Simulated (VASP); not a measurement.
Crystal: MnO.

```
CELL_PARAMETERS angstrom
0.00000 2.26752 2.26752
2.26752 0.00000 2.26752
2.26752 2.26752 0.00000
ATOMIC_POSITIONS crystal
Mn 0.00000 0.00000 0.00000
O 0.50000 0.50000 0.50000
```

Base run:

```yaml
Program: VASP 6.6.1
Functional: r2SCAN
Dispersion: D4
Potentials_or_basis: VASP PAW PBE potentials, release 64 (Mn_pv, O)
Cutoff: 520 eV
k_mesh: 10 × 10 × 10
Occupations: fermi-dirac, width 0.05 eV
Spin: collinear spin, ferromagnetic start
Starting_moments: "[4.0, 0.0] μB"
```

Its results: band gap on the k mesh zero (filled and empty bands overlap); pressure -9.3 GPa; net moment 5.00 μB per cell; site moments Mn +4.56; O +0.21 μB.

**Question.** The run is repeated on the same cell with these changes: dispersion from D4 to none. What comes out?

**Answer.** Band gap on the k mesh zero (filled and empty bands overlap); pressure -8.2 GPa; net moment 5.00 μB per cell; site moments Mn +4.56; O +0.21 μB.

Dispersion adds attraction, which lowers the pressure at fixed volume and, as a term added to the energy, leaves the levels alone.

Caveats: the cell stands under tension; the PAW data sets were made with another functional, which shifts forces and pressure a little; a cell with one magnetic atom can't hold antiferromagnetic order, which such compounds often take; semilocal functionals often make such compounds metallic where correlation or magnetic order opens a gap, which also shifts bond lengths.
